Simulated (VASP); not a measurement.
## Si: single point with PBEsol

The system is Si.

```xyz
8
Lattice="-3.3315 3.3315 3.4961 3.3315 -3.3315 3.4961 3.3315 3.3315 -3.4961" Properties=species:S:1:pos:R:3 pbc="T T T"
Si    0.6823    0.6823    0.7160
Si   -0.6823    2.6493    0.7160
Si    0.6823   -0.6823    2.7801
Si    2.6493    0.6823   -0.7160
Si    2.6493    2.6493    2.7801
Si    0.6823    4.0138   -0.7160
Si   -0.6823    0.6823    4.2121
Si    4.0138   -0.6823    0.7160
```

```yaml
Program: VASP 6.6.1
Task: single point
Functional: PBEsol
Potentials_or_basis: VASP PAW PBE potentials, release 64 (Si)
Cutoff: 520 eV
k_mesh: 10 × 10 × 10
Occupations: gaussian, width 0.15 eV
Spin: no spin polarisation
```

| Property | Result |
| --- | --- |
| Pressure | -6.4 GPa |
| Largest force | 0.359 eV/Å |
| Band gap on the k mesh | zero (bands 16 and 17 overlap by 0.18 eV) |

Forces in eV/Å, atoms in the order of the input:
```
Si  -0.092 -0.338 -0.079
Si   0.092  0.338 -0.079
Si  -0.092  0.338  0.079
Si   0.092 -0.338  0.079
Si   0.092  0.338  0.079
Si  -0.092 -0.338  0.079
Si   0.092 -0.338 -0.079
Si  -0.092  0.338 -0.079
```

Stress tensor (GPa, compression positive):
```
 -4.37   0.00   0.00
  0.00  -4.27   0.00
  0.00   0.00 -10.68
```

Levels at points of the mesh, in eV from the Fermi level:
| k point | band 14 | band 15 | band 16 | band 17 | band 18 | band 19 |
| --- | --- | --- | --- | --- | --- | --- |
| (0.00, 0.00, 0.00) | -1.70 | -1.25 | -0.57 | 1.05 | 1.95 | 2.03 |
| (0.50, 0.00, 0.00) | -1.92 | -1.03 | -1.03 | 0.19 | 0.19 | 1.94 |
| (0.00, 0.50, 0.00) | -2.00 | -1.28 | -1.28 | 0.57 | 0.57 | 1.85 |
| (0.50, 0.50, 0.00) | -1.95 | -1.35 | -1.35 | 0.43 | 0.43 | 1.76 |
| (0.50, 0.50, 0.50) | -0.69 | 0.01 | 0.19 | 0.45 | 2.35 | 2.37 |

It took 6 min on 1 thread of Intel(R) Xeon(R) 6975P-C (Granite Rapids), with other jobs on the host, peak memory 0.62 GiB.

Caveat: the stress differs along the axes, from -11 to -4 GPa; semilocal functionals underestimate gaps, and a narrow one can read as zero; the PAW data sets were made with another functional, which shifts forces and pressure a little.
